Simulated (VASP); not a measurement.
BeZnF4:

```
Be Zn F
1.0
     0.00000    3.60059    3.60059
     3.60059    0.00000    3.60059
     3.60059    3.60059    0.00000
Be Zn F
1 1 4
Direct
  0.25000 0.25000 0.25000
  0.50000 0.50000 0.50000
  0.36472 0.90585 0.36472
  0.36472 0.36472 0.36472
  0.90585 0.36472 0.36472
  0.36472 0.36472 0.90585
```

```yaml
Program: VASP 6.6.1
Task: relaxation of cell and atoms
Functional: PBE
Potentials_or_basis: VASP PAW PBE potentials, release 64 (Be, Zn, F)
Cutoff: 600 eV
k_mesh: 4 × 4 × 4
Occupations: gaussian, width 0.1 eV
Spin: no spin polarisation
```

At the start: pressure 33.8 GPa; volume 15.56 Å³/atom.

Problem. Where does the relaxation end?

Solution. Over 8 steps the energy falls by 497.7 meV/atom and the volume is 21.50 Å³/atom (+38.2 %); space group F-43m (No. 216, to 0.05 Å).

The path:
```tsv
step	energy change (eV)	largest force (eV/Å)	pressure (GPa)	volume (Å³)
1	0.0000	2.5097	33.78	93.36
2	-2.2084	2.4444	-3.92	145.07
3	-2.7110	2.0859	3.62	123.24
4	-2.7117	2.1672	2.67	125.28
5	-2.8542	0.7870	-3.26	137.11
6	-2.9700	0.2350	-1.25	132.03
7	-2.9700	0.2664	-1.19	131.89
8	-2.9861	0.0146	-0.01	128.99
```

Final structure:
```cif
data_structure
_symmetry_space_group_name_H-M 'P 1'
_symmetry_Int_Tables_number 1
_cell_length_a 5.6714
_cell_length_b 5.6714
_cell_length_c 5.6714
_cell_angle_alpha 60.000
_cell_angle_beta 60.000
_cell_angle_gamma 60.000
_cell_volume 128.99
loop_
_atom_site_label
_atom_site_type_symbol
_atom_site_fract_x
_atom_site_fract_y
_atom_site_fract_z
_atom_site_occupancy
Be1 Be 0.25000 0.25000 0.25000 1
Zn1 Zn 0.50000 0.50000 0.50000 1
F1 F 0.36217 0.91349 0.36217 1
F2 F 0.36217 0.36217 0.36217 1
F3 F 0.91349 0.36217 0.36217 1
F4 F 0.36217 0.36217 0.91349 1
```

Caveat: the volume moved by over 15 % at a fixed basis, so the end points are rough.
